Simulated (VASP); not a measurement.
H17O8F: single point with PBEsol

H17O8F:

```
O H F
1.0
     6.70473    0.00000    0.00000
     0.00000    6.70473    0.00000
     0.00000    0.00000    6.70473
O H F
8 17 1
Direct
  0.93512 0.96130 0.36127
  0.39229 0.37408 0.36085
  0.53752 0.70628 0.78152
  0.83322 0.18372 0.69357
  0.16198 0.62784 0.39374
  0.10512 0.45589 0.97053
  0.43967 0.35028 0.82172
  0.35903 0.02550 0.17418
  0.88101 0.98822 0.48695
  0.04018 0.81929 0.31309
  0.44971 0.33294 0.48112
  0.35521 0.28022 0.23488
  0.56126 0.71949 0.93494
  0.57352 0.82613 0.76161
  0.69162 0.13995 0.74653
  0.93941 0.15456 0.79092
  0.07179 0.61859 0.49947
  0.25585 0.50250 0.37104
  0.10336 0.34689 0.87886
  0.01362 0.41061 0.07842
  0.45623 0.48511 0.79165
  0.36327 0.34064 0.94721
  0.32383 0.01521 0.02725
  0.51307 0.96128 0.17849
  0.84162 0.98359 0.22023
  0.77942 0.97885 0.06795
```

```json
{
  "Program": "VASP 6.6.1",
  "Task": "single point",
  "Functional": "PBEsol",
  "Potentials or basis": "VASP PAW PBE potentials, release 64 (O, H, F)",
  "Cutoff": "520 eV",
  "k mesh": "1 × 1 × 1",
  "Occupations": "fermi-dirac, width 0.02 eV",
  "Spin": "no spin polarisation",
  "Dipole correction": "no",
  "Further INCAR settings": "LREAL = Auto; ALGO = Normal; EDIFF = 1e-06; NBANDS = 55"
}
```

The pressure is 1.1 GPa, the largest force is 10.201 eV/Å and the band gap on the k mesh is 3.94 eV.

Forces in eV/Å, atoms in the order of the input:
```
O    3.209 -2.635 -3.309
O   -1.021 -0.119 -4.611
O   -1.968 -7.643  5.018
O   -1.924 -0.954 -0.049
O   -0.631  2.551 -2.158
O   -0.678  0.120  1.889
O   -0.244 -4.093  0.592
O    2.739 -1.199 -1.648
H   -0.525  0.387  2.643
H   -1.048  1.433  2.333
H    0.712 -1.490  1.516
H    1.371 -0.004  3.246
H   -0.296 -0.992 -2.004
H    2.769  9.384 -2.888
H    2.828  1.280 -0.049
H   -1.226 -0.453  0.055
H   -1.159 -0.628  1.805
H    0.021  0.304  0.490
H   -0.088 -0.460 -1.062
H    0.388  0.551 -0.457
H    0.256  2.619 -0.544
H    0.338  0.491 -0.696
H    0.474 -0.168  1.505
H   -3.067  1.814 -0.502
H    0.204 -0.044  0.263
F   -1.434 -0.052 -1.380
```

Stress tensor (GPa, compression positive):
```
-2.43  1.60 -0.61
 1.60  4.96 -1.99
-0.61 -1.99  0.83
```

Levels at points of the mesh, in eV from the valence-band top:
| k point | band 33 | band 34 | band 35 | band 36 | band 37 | band 38 | band 39 | band 40 |
| --- | --- | --- | --- | --- | --- | --- | --- | --- |
| (0.00, 0.00, 0.00) | -0.66 | -0.32 | -0.25 | 0.00 | 3.94 | 6.52 | 6.83 | 7.15 |

It took 30 s on 1 thread of Intel(R) Xeon(R) Platinum 8488C (Sapphire Rapids), on a shared host, peak memory 0.32 GiB.

Caveat: the k points lie up to 0.94 Å⁻¹ apart; the PAW data sets were made with another functional, which shifts forces and pressure a little.
